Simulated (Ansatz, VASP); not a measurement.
**Rh: VASP beside Ansatz**

```xyz
1
Lattice="0.0000 1.8899 1.8899 1.8899 0.0000 1.8899 1.8899 1.8899 0.0000" Properties=species:S:1:pos:R:3 pbc="T T T"
Rh    0.0000    0.0000    0.0000
```

Alike in both runs: functional PBEsol; k mesh 24 × 24 × 24; occupations gaussian, width 0.1 eV; no spin polarisation.

Ansatz relaxed the structure, and its values are those at the end. VASP's run is a single point on that final structure, the one shown.

|  | VASP | Ansatz |
| --- | --- | --- |
| version | VASP 6.6.1 | Ansatz 0.2.0 |
| potentials or method | VASP PAW PBE potentials, release 64 (Rh_pv), cutoff 520 eV | scalar-relativistic, plane waves, PAW |
| valence electrons in the cell | 15 | 17 |

Ansatz gave:

| Quantity | Value |
| --- | --- |
| gap on the k mesh at the Fermi level (eV) | none |
| pressure (GPa) | 0.0 |

Question: Which values does VASP return?

Answer: gap on the k mesh at the Fermi level (eV): none; pressure (GPa): -0.1.

VASP's potentials were made for PBE, not for PBEsol. A gap of «none» marks a metal or a gap that the smearing closes. VASP's potentials hold 15 valence electrons a cell and Ansatz's 17, so a difference there can come from the potentials and not from the codes.
